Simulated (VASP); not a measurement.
InP (zincblende type):

```
CELL_PARAMETERS angstrom
0.00000 2.96851 2.96851
2.96851 0.00000 2.96851
2.96851 2.96851 0.00000
ATOMIC_POSITIONS crystal
In 0.00000 0.00000 0.00000
P 0.25000 0.25000 0.25000
```

```yaml
Program: VASP 6.6.1
Task: relaxation of cell and atoms
Functional: LDA
Potentials_or_basis: VASP PAW LDA potentials, release 64 (In_d, P)
Cutoff: 600 eV
k_mesh: 11 × 11 × 11
Occupations: fermi-dirac, width 0.05 eV
Spin: no spin polarisation
```

At the start: pressure -3.5 GPa; volume 26.16 Å³/atom.

**Question.** Where does the relaxation end?

**Answer.** Over 3 steps the energy falls by 15.9 meV/atom and the volume is 24.76 Å³/atom (-5.4 %); space group F-43m (No. 216, to 0.05 Å).

The path:
| step | energy change (eV) | largest force (eV/Å) | pressure (GPa) | volume (Å³) |
| --- | --- | --- | --- | --- |
| 1 | 0.0000 | 0.0000 | -3.47 | 52.32 |
| 2 | -0.0231 | 0.0000 | 2.13 | 48.15 |
| 3 | -0.0319 | 0.0000 | -0.03 | 49.51 |

Final structure:
```xyz
2
Lattice="0.0000 2.9145 2.9145 2.9145 0.0000 2.9145 2.9145 2.9145 0.0000" Properties=species:S:1:pos:R:3 pbc="T T T"
In    0.0000    0.0000    0.0000
P     1.4573    1.4573    1.4573
```
